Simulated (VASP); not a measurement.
# ZrB (Fm-3m) in VASP: notebook

The runs below take ZrB through relaxation of cell and atoms, with PBEsol.

Program: VASP 6.6.1. These are calculated values, not measurements. Logs are shortened: lines on timing, memory, paths and dates and some standing lists are left out, and cuts for length are marked.

### 1 The cell of the first run

It takes space group Fm-3m (No. 225, cubic). The conventional cell has a = 4.776 Å, b = 4.776 Å, c = 4.776 Å, α = 90.00°, β = 90.00°, γ = 90.00°. Zr (site symmetry m-3m) has 6 B at 2.39 Å within 3.2 Å. B (site symmetry m-3m) has 6 Zr at 2.39 Å within 3.2 Å.

### 2 Relaxation of cell and atoms, PBEsol, target pressure 10 GPa, at which the enthalpy is minimised

INCAR

```
SYSTEM = ZrB
PREC = Accurate
ENCUT = 600
EDIFF = 1E-6
ISMEAR = 0
SIGMA = 0.1
LREAL = .FALSE.
LASPH = .TRUE.
NELM = 80
ALGO = Normal
ISIF = 3
LWAVE = .FALSE.
LCHARG = .FALSE.
GGA = PS
IBRION = 2
NSW = 70
EDIFFG = -0.008
PSTRESS = 100.0
```

KPOINTS

```
regular mesh
0
G
  14 14 14
  0 0 0
```

POSCAR

```
ZrB
1.0
    0.0000000000      2.3878026984      2.3878026984
    2.3878026984      0.0000000000      2.3878026984
    2.3878026984      2.3878026984      0.0000000000
Zr B
1 1
Direct
    0.0000000000      0.0000000000      0.0000000000
    0.5000000000      0.5000000000      0.5000000000
```

Potentials or basis: VASP PAW PBE potentials, release 64 (Zr_sv, B).

Launch:

```
cat potpaw_PBE.64/Zr_sv/POTCAR potpaw_PBE.64/B/POTCAR > POTCAR
mpirun -np 1 vasp_std > vasp.out
```

OUTCAR:

```text
SYSTEM = ZrB
   PREC = Accurate
   ENCUT = 600
   EDIFF = 1E-6
   ISMEAR = 0
   LREAL = .FALSE.
   LASPH = .TRUE.
   NELM = 80
   ISIF = 3
   GGA = PS
   IBRION = 2
   NSW = 70
   EDIFFG = -0.008
   PSTRESS = 100.0

 ion  position               nearest neighbor table
   1  0.000  0.000  0.000-   2 2.39   2 2.39   2 2.39   2 2.39   2 2.39   2 2.39
   2  0.500  0.500  0.500-   1 2.39   1 2.39   1 2.39   1 2.39   1 2.39   1 2.39

  LATTYP: Found a face centered cubic cell.
 ALAT       =     4.7756053968

  Lattice vectors:

 A1 = (   0.0000000000,   2.3878026984,   2.3878026984)
 A2 = (   2.3878026984,   0.0000000000,   2.3878026984)
 A3 = (   2.3878026984,   2.3878026984,   0.0000000000)

Analysis of symmetry for initial positions (statically):
=====================================================================
 Subroutine PRICEL returns:
 Original cell was already a primitive cell.

 Routine SETGRP: Setting up the symmetry group for a
 face centered cubic supercell.

 Subroutine GETGRP returns: Found 48 space group operations
 (whereof 48 operations were pure point group operations)
 out of a pool of 48 trial point group operations.

The static configuration has the point symmetry O_h .

Analysis of symmetry for dynamics (positions and initial velocities):
=====================================================================
 Subroutine PRICEL returns:
 Original cell was already a primitive cell.

 Routine SETGRP: Setting up the symmetry group for a
 face centered cubic supercell.

 Subroutine GETGRP returns: Found 48 space group operations
 (whereof 48 operations were pure point group operations)
 out of a pool of 48 trial point group operations.

The dynamic configuration has the point symmetry O_h .

 Subroutine INISYM returns: Found 48 space group operations
 (whereof 48 operations are pure point group operations),
 and found     1 'primitive' translations

----------------------------------------------------------------------------------------

                                     Primitive cell

  volume of cell :      27.2286

  direct lattice vectors                    reciprocal lattice vectors
     0.000000000  2.387802698  2.387802698    -0.209397535  0.209397535  0.209397535
     2.387802698  0.000000000  2.387802698     0.209397535 -0.209397535  0.209397535
     2.387802698  2.387802698  0.000000000     0.209397535  0.209397535 -0.209397535

  length of vectors
     3.376862960  3.376862960  3.376862960     0.362687170  0.362687170  0.362687170

  position of ions in fractional coordinates (direct lattice)
     0.000000000  0.000000000  0.000000000
     0.500000000  0.500000000  0.500000000

  ion indices of the primitive-cell ions
   primitive index   ion index
                 1           1
                 2           2

----------------------------------------------------------------------------------------

 KPOINTS: regular mesh

Automatic generation of k-mesh.
 Grid dimensions read from file:
 generate k-points for:   14   14   14

 Generating k-lattice:

  Cartesian coordinates                     Fractional coordinates (reciprocal lattice)
    -0.014956967  0.014956967  0.014956967     0.071428571  0.000000000  0.000000000
     0.014956967 -0.014956967  0.014956967     0.000000000  0.071428571  0.000000000
     0.014956967  0.014956967 -0.014956967     0.000000000  0.000000000  0.071428571

  Length of vectors
     0.025906226  0.025906226  0.025906226

  Shift w.r.t. Gamma in fractional coordinates (k-lattice)
     0.000000000  0.000000000  0.000000000

 Subroutine IBZKPT returns following result:
 ===========================================

 Found    104 irreducible k-points:

 Following reciprocal coordinates:
            Coordinates               Weight
  0.000000  0.000000  0.000000      1.000000
  0.071429  0.000000  0.000000      8.000000
  0.142857  0.000000  0.000000      8.000000
  0.214286  0.000000  0.000000      8.000000
  0.285714  0.000000  0.000000      8.000000
  0.357143  0.000000  0.000000      8.000000
[... 16 lines left out ...]
  0.214286  0.142857  0.000000     24.000000
  0.285714  0.142857  0.000000     24.000000
 [... further k-points ...]
   k-points           NKPTS =    104   k-points in BZ     NKDIM =    104   number of bands    NBANDS=     11
   number of dos      NEDOS =    301   number of ions     NIONS =      2
   total plane-waves  NPLWV =  21952
   dimension x,y,z NGX =    28 NGY =   28 NGZ =   28
   dimension x,y,z NGXF=    56 NGYF=   56 NGZF=   56
   ions per type =               1   1
   NGX,Y,Z   is equivalent  to a cutoff of  13.78, 13.78, 13.78 a.u.
   NGXF,Y,Z  is equivalent  to a cutoff of  27.57, 27.57, 27.57 a.u.
 SYSTEM =  ZrB
   PREC   = accura    normal or accurate (medium, high low for compatibility)
   ISTART =      0    job   : 0-new  1-cont  2-samecut
   ICHARG =      2    charge: 1-file 2-atom 10-const
   ISPIN  =      1    spin polarized calculation?
   LNONCOLLINEAR =      F non collinear calculations
   LSORBIT =      F    spin-orbit coupling
   LASPH  =      T    aspherical Exc in radial PAW
   ENCUT  =  600.0 eV  44.10 Ry    6.64 a.u.   6.74  6.74  6.74*2*pi/ulx,y,z
   NELM   =     80;   NELMIN=  2; NELMDL= -5     # of ELM steps
   EDIFF  = 0.1E-05   stopping-criterion for ELM
   LREAL  =      F    real-space projection
   EDIFFG = -.8E-02   stopping-criterion for IOM
   NSW    =     70    number of steps for IOM
   IBRION =      2    ionic relax: 0-MD 1-quasi-New 2-CG
   NFREE  =      1    steps in history (QN), initial steepest desc. (CG)
   ISIF   =      3    stress and relaxation
   ISYM   =      2    0-nonsym 1-usesym 2-fastsym
   POTIM  = 0.5000    time-step for ionic-motion
   TEBEG  =    0.0;   TEEND  =   0.0 temperature during run
   PSTRESS=  100.0 pullay stress
   NELECT =      15.0000    total number of electrons
   NUPDOWN=      -1.0000    fix difference up-down
   EMIN   =  10.00;   EMAX   =-10.00  energy-range for DOS
   EFERMI =   0.00;   METHOD = LEGACY
   ISMEAR =     0;   SIGMA  =   0.10  broadening in eV -4-tet -1-fermi 0-gaus
   EFERMI_NEDOS =   21; number of points for ismear=-14 and -15
   IALGO  =     38    algorithm
   IMIX   =      4    mixing-type and parameters
     AMIX     =   0.40;   BMIX     =  1.00
     AMIX_MAG =   1.60;   BMIX_MAG =  1.00
  volume/ion in A,a.u.               =      13.61        91.87
  Fermi-wavevector in a.u.,A,eV,Ry     =   1.342034  2.536076 24.504840  1.801055
  Thomas-Fermi vector in A             =   2.470220
   LORBIT       =      0    0 simple, 1 ext, 2 COOP (PROOUT), +10 PAW based schemes
   GGA     = PS    functional components
   LHFCALC =     F    Hartree Fock is set to
   AEXX    =    0.0000 exact exchange contribution
   IVDW    =     0    specifies the selected vdW correction
   LEPSILON=     F    determine dielectric tensor
   LRPA    =     F    only Hartree local field effects (RPA)
 conjugate gradient relaxation of ions
 non-spin polarized calculation
 Gauss-broadening in eV      SIGMA  =   0.10
  energy-cutoff  :      600.00
  volume of cell :       27.23
 maximum number of plane-waves:       934
   NGX = 13   NGY = 13   NGZ = 13

--------------------------------------- Ionic step        1  -------------------------------------------

 number of electron      15.0000000 magnetization

 Free energy of the ion-electron system (eV)
  ---------------------------------------------------
  ext. energy  EPLUGINS =         0.00000000
  ---------------------------------------------------
  free energy    TOTEN  =       -16.87488726 eV

  energy without entropy =      -16.86900121  energy(sigma->0) =      -16.87194424

------------------------ aborting loop because EDIFF is reached ----------------------------------------

  FORCE on cell =-STRESS in cart. coord.  units (eV):
  Direction    XX          YY          ZZ          XY          YZ          ZX
  --------------------------------------------------------------------------------------
  -------------------------------------------------------------------------------------
  Total        1.7560845      1.7560845      1.7560845     -0.0000000      0.0000000      0.0000000
  in kB      103.3310112    103.3310112    103.3310112     -0.0000000      0.0000000      0.0000000
  external PRESSURE =       3.3310112 kB  Pullay stress =     100.0000000 kB
[... 61 lines left out ...]
  enthalpy is  TOTEN    =       -15.1753812451 eV   P V=        1.7064462144

--------------------------------------- Ionic step        3  -------------------------------------------

 number of electron      15.0000000 magnetization

 Free energy of the ion-electron system (eV)
  ---------------------------------------------------
  ext. energy  EPLUGINS =         0.00000000
  ---------------------------------------------------
  free energy    TOTEN  =       -16.87811625 eV

  energy without entropy =      -16.87221544  energy(sigma->0) =      -16.87516585

 E-fermi :   8.0787     XC(G=0): -11.9449

 val. band max:        8.0755888992   @ k =   0.3571   0.1429   0.0000
 cond. band min:       8.0820768645   @ k =  -0.1429   0.1429   0.0000
 fundamental gap:      0.0064879653
 Fermi energy:         8.0786964786

 k-point     1 :       0.0000    0.0000    0.0000
  band No.  band energies     occupation
      1     -38.9305      2.00000
      2     -16.7547      2.00000
      3     -16.7547      2.00000
      4     -16.7547      2.00000
      5      -0.0942      2.00000
      6       9.8894      0.00000
      7       9.8894      0.00000
      8       9.8894      0.00000
      9      11.4923      0.00000
     10      11.4923      0.00000
     11      11.7327      0.00000
[... 309 lines left out ...]
 k-point    24 :       0.2857    0.1429    0.0000
  band No.  band energies     occupation
      1     -38.8805      2.00000
      2     -17.1181      2.00000
      3     -16.8469      2.00000
      4     -16.8349      2.00000
      5       1.4744      2.00000
      6       6.7389      2.00000
      7       7.8995      1.98872
      8       8.6676      0.00000
      9      10.2591      0.00000
     10      12.2663      0.00000
     11      13.6333      0.00000

 [... further k-points ...]

------------------------ aborting loop because EDIFF is reached ----------------------------------------

  FORCE on cell =-STRESS in cart. coord.  units (eV):
  Direction    XX          YY          ZZ          XY          YZ          ZX
  --------------------------------------------------------------------------------------
  -------------------------------------------------------------------------------------
  Total        1.7015752      1.7015752      1.7015752     -0.0000000      0.0000000     -0.0000000
  in kB       99.9371484     99.9371484     99.9371484     -0.0000000      0.0000000     -0.0000000
  external PRESSURE =      -0.0628516 kB  Pullay stress =     100.0000000 kB
[... 17 lines left out ...]
  FREE ENERGIE OF THE ION-ELECTRON SYSTEM (eV)
  ---------------------------------------------------
  free  energy   TOTEN  =       -16.8781162510 eV

  energy  without entropy=      -16.8722154398  energy(sigma->0) =      -16.87516585

  enthalpy is  TOTEN    =       -15.1754709069 eV   P V=        1.7026453441

 reached required accuracy - stopping structural energy minimisation
```

Run time: 97 s. Hardware: 1 thread of Intel Xeon 8259CL, shared host; peak memory 0.2 GiB.

Results:

* Free energy: -16.8781 eV
* Relaxed volume: 13.64 Å³/atom
* Relaxed cell: a = 3.379 Å, b = 3.379 Å, c = 3.379 Å, α = 60.00°, β = 60.00°, γ = 60.00°
* Space group after relaxing (to 0.1 Å): Fm-3m (No. 225)
* Energy change on relaxing (the run minimises the enthalpy): -1.6 meV/atom
* Ionic steps: 3
* Pressure after relaxing: 10.0 GPa
* Band gap on the k mesh: zero (an odd number of electrons rules out a gap without spin polarisation)

Step by step:
```
step  energy change (eV)  largest force (eV/Å)  pressure (GPa)  volume (Å³)
   1              0.0000                0.0000           10.33        27.23
   2             -0.0069                0.0000            9.54        27.34
   3             -0.0032                0.0000            9.99        27.28
```

Final structure:
```xyz
2
Lattice="0.0000 2.3893 2.3893 2.3893 0.0000 2.3893 2.3893 2.3893 0.0000" Properties=species:S:1:pos:R:3 pbc="T T T"
Zr    0.0000    0.0000    0.0000
B     2.3893    2.3893    2.3893
```

Caveat: the cell is relaxed towards a set pressure, so the run minimises the enthalpy, not the energy; the PAW data sets were made with another functional, which shifts forces and pressure a little.

### 3 Relaxation of cell and atoms, PBEsol, target pressure 5 GPa, at which the enthalpy is minimised

This run uses another cell than the first one, of 13.97 Å³/atom.

INCAR

```
PREC = Accurate
ENCUT = 600
EDIFF = 1E-6
ISMEAR = 0
SIGMA = 0.1
LREAL = False
LASPH = True
NELM = 60
ALGO = Normal
ISIF = 3
LWAVE = False
LCHARG = False
GGA = PS
IBRION = 2
NSW = 70
EDIFFG = -0.008
PSTRESS = 50.0
```

KPOINTS

```
Automatic mesh
0
Gamma
  14 14 14
```

POSCAR

```
ZrB
1.0
    0.0000000000      2.4082651855      2.4082651855
    2.4082651855      0.0000000000      2.4082651855
    2.4082651855      2.4082651855      0.0000000000
Zr B
1 1
Direct
    0.0000000000      0.0000000000      0.0000000000
    0.5000000000      0.5000000000      0.5000000000
```

Potentials or basis: VASP PAW PBE potentials, release 64 (Zr_sv, B).

Launch:

```
cat potpaw_PBE.64/Zr_sv/POTCAR potpaw_PBE.64/B/POTCAR > POTCAR
mpirun -np 1 vasp_std > vasp.out
```

OUTCAR:

```text
PREC = Accurate
   ENCUT = 600
   EDIFF = 1E-6
   ISMEAR = 0
   LREAL = False
   LASPH = True
   NELM = 60
   ISIF = 3
   GGA = PS
   IBRION = 2
   NSW = 70
   EDIFFG = -0.008
   PSTRESS = 50.0

 ion  position               nearest neighbor table
   1  0.000  0.000  0.000-   2 2.41   2 2.41   2 2.41   2 2.41   2 2.41   2 2.41
   2  0.500  0.500  0.500-   1 2.41   1 2.41   1 2.41   1 2.41   1 2.41   1 2.41

  LATTYP: Found a face centered cubic cell.
 ALAT       =     4.8165303710

  Lattice vectors:

 A1 = (   0.0000000000,   2.4082651855,   2.4082651855)
 A2 = (   2.4082651855,   0.0000000000,   2.4082651855)
 A3 = (   2.4082651855,   2.4082651855,   0.0000000000)

Analysis of symmetry for initial positions (statically):
=====================================================================
 Subroutine PRICEL returns:
[... 265 lines left out ...]
 k-point     1 :       0.0000    0.0000    0.0000
  band No.  band energies     occupation
      1     -39.2883      2.00000
      2     -17.1247      2.00000
      3     -17.1247      2.00000
      4     -17.1247      2.00000
      5      -0.2915      2.00000
      6       9.6156      0.00000
      7       9.6156      0.00000
      8       9.6156      0.00000
      9      11.1583      0.00000
     10      11.4257      0.00000
     11      11.4257      0.00000
[... 309 lines left out ...]
 k-point    24 :       0.2857    0.1429    0.0000
  band No.  band energies     occupation
      1     -39.2438      2.00000
      2     -17.4558      2.00000
      3     -17.2091      2.00000
      4     -17.1981      2.00000
      5       1.2342      2.00000
      6       6.5206      2.00000
      7       7.6647      1.98532
      8       8.4114      0.00000
      9       9.9711      0.00000
     10      11.9108      0.00000
     11      13.2533      0.00000

 [... further k-points ...]

------------------------ aborting loop because EDIFF is reached ----------------------------------------

  FORCE on cell =-STRESS in cart. coord.  units (eV):
  Direction    XX          YY          ZZ          XY          YZ          ZX
  --------------------------------------------------------------------------------------
  -------------------------------------------------------------------------------------
  Total        0.8710612      0.8710612      0.8710612      0.0000000      0.0000000     -0.0000000
  in kB       49.8796643     49.8796643     49.8796643      0.0000000      0.0000000     -0.0000000
  external PRESSURE =      -0.1203357 kB  Pullay stress =      50.0000000 kB
[... 21 lines left out ...]
  energy  without entropy=      -16.9048420609  energy(sigma->0) =      -16.90790171

  enthalpy is  TOTEN    =       -16.0377987384 eV   P V=        0.8731626138

 reached required accuracy - stopping structural energy minimisation
```

OSZICAR:

```text
N       E                     dE             d eps       ncg     rms          rms(c)
DAV:   1     0.109339569935E+03    0.10934E+03   -0.86244E+03  2288   0.144E+03
DAV:   2    -0.133604099336E+02   -0.12270E+03   -0.11764E+03  2508   0.348E+02
DAV:   3    -0.184484165047E+02   -0.50880E+01   -0.49313E+01  3427   0.631E+01
[... 21 lines left out ...]
DAV:   3    -0.169109488284E+02    0.29411E-04   -0.23090E-04  3298   0.133E-01    0.268E-02
DAV:   4    -0.169109549014E+02   -0.60729E-05   -0.75038E-06  2774   0.268E-02    0.114E-02
DAV:   5    -0.169109592525E+02   -0.43511E-05   -0.65289E-06  2804   0.171E-02    0.831E-03
DAV:   6    -0.169109611718E+02   -0.19193E-05   -0.71350E-07  1462   0.845E-03    0.139E-03
DAV:   7    -0.169109613522E+02   -0.18044E-06   -0.34799E-07  1201   0.494E-03
   3 F= -.16037799E+02 E0= -.16034739E+02  d E =-.383345E-04
```

Wall time 94 s (1 thread of Intel Xeon 8259CL, shared host); peak memory 0.19 GiB.

Results:

* Free energy: -16.9110 eV
* Relaxed volume: 13.99 Å³/atom
* Relaxed cell: a = 3.408 Å, b = 3.408 Å, c = 3.408 Å, α = 60.00°, β = 60.00°, γ = 60.00°
* Space group after relaxing (to 0.1 Å): Fm-3m (No. 225)
* Energy change on relaxing (the run minimises the enthalpy): -0.7 meV/atom
* Ionic steps: 3
* Pressure after relaxing: 5.0 GPa
* Band gap on the k mesh: zero (an odd number of electrons rules out a gap without spin polarisation)

Step by step:
| step | energy change (eV) | largest force (eV/Å) | pressure (GPa) | volume (Å³) |
| --- | --- | --- | --- | --- |
| 1 | 0.0000 | 0.0000 | 5.24 | 27.93 |
| 2 | -0.0027 | 0.0000 | 4.72 | 28.02 |
| 3 | -0.0014 | 0.0000 | 4.99 | 27.98 |

Final structure:
```
Zr B
1.0
     0.00000    2.40955    2.40955
     2.40955    0.00000    2.40955
     2.40955    2.40955    0.00000
Zr B
1 1
Direct
  0.00000 0.00000 0.00000
  0.50000 0.50000 0.50000
```

Caveat: the cell is relaxed towards a set pressure, so the run minimises the enthalpy, not the energy; the PAW data sets were made with another functional, which shifts forces and pressure a little.

[end of part 1 of 2]
